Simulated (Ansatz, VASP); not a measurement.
**Two plane-wave programs on Sr2NbH4**

File INCAR:

```
PREC = Accurate
ENCUT = 520
EDIFF = 1E-7
ISMEAR = 0
SIGMA = 0.1
LREAL = F
LASPH = T
NELM = 100
ALGO = Normal
ISIF = 2
LWAVE = F
LCHARG = F
GGA = PE
NBANDS = 28
```

File KPOINTS:

```
regular mesh
0
Gamma
  4 4 4
```

Contents of POSCAR:

```
Sr2NbH4
1.0
   -3.1606499117      3.1606499117      2.5823903629
    3.1606499117     -3.1606499117      2.5823903629
    3.1606499117      3.1606499117     -2.5823903629
Sr Nb H
2 1 4
Direct
    0.7500000000      0.2500000000      0.5000000000
    0.2500000000      0.7500000000      0.5000000000
    0.0000000000      0.0000000000      0.0000000000
    0.3030000000      0.3030000000      0.6060000000
    0.3030000000      0.6970000000      0.0000000000
    0.6970000000      0.6970000000      0.3940000000
    0.6970000000      0.3030000000      0.0000000000
```

Input for Ansatz:

```yaml
crystal:
  lattice:
    - [-3.1606499117, 3.1606499117, 2.5823903629]
    - [3.1606499117, -3.1606499117, 2.5823903629]
    - [3.1606499117, 3.1606499117, -2.5823903629]
  atoms:
    - { symbol: Sr, position: [0.75, 0.25, 0.5] }
    - { symbol: Sr, position: [0.25, 0.75, 0.5] }
    - { symbol: Nb, position: [0.0, 0.0, 0.0] }
    - { symbol: H, position: [0.303, 0.303, 0.606] }
    - { symbol: H, position: [0.303, 0.697, 0.0] }
    - { symbol: H, position: [0.697, 0.697, 0.394] }
    - { symbol: H, position: [0.697, 0.303, 0.0] }
basis:
  ecutwfc: 420
kpoints:
  mp_grid: { grid: [4, 4, 4] }
hamiltonian:
  xc: pbe
scf:
  occupations: { method: gaussian, width: 0.1 }
  lower_state_search: "off"
output:
  forces: true
  stress: true
  eigenvalues: true
```

Alike in both runs: task single point; functional PBE; k mesh 4 × 4 × 4; occupations gaussian, width 0.1 eV; no spin polarisation.

```csv
,VASP,Ansatz
version,VASP 6.6.1,Ansatz 0.2.0
potentials or method,"VASP PAW PBE potentials, release 64 (Sr_sv, Nb_sv, H), cutoff 520 eV","scalar-relativistic, plane waves, PAW"
valence electrons in the cell,37,37
```

|  | VASP | Ansatz | Ansatz less VASP |
| --- | --- | --- | --- |
| gap on the k mesh at the Fermi level (eV) | none | none | - |
| pressure (GPa) | 1.3 | 1.0 | -0.36 |
| traceless stress, the component that is largest in VASP (GPa) | 22.79 | 22.32 | -0.465 |
| rms of the force components (eV/Å) | 0.387 | 0.388 | +0.0010 |

Atom by atom the forces differ by 0.001 eV/Å (rms over components). A gap of «none» marks a metal or a gap that the smearing closes.

The k mesh is coarse, so the values compare programs but aren't converged.
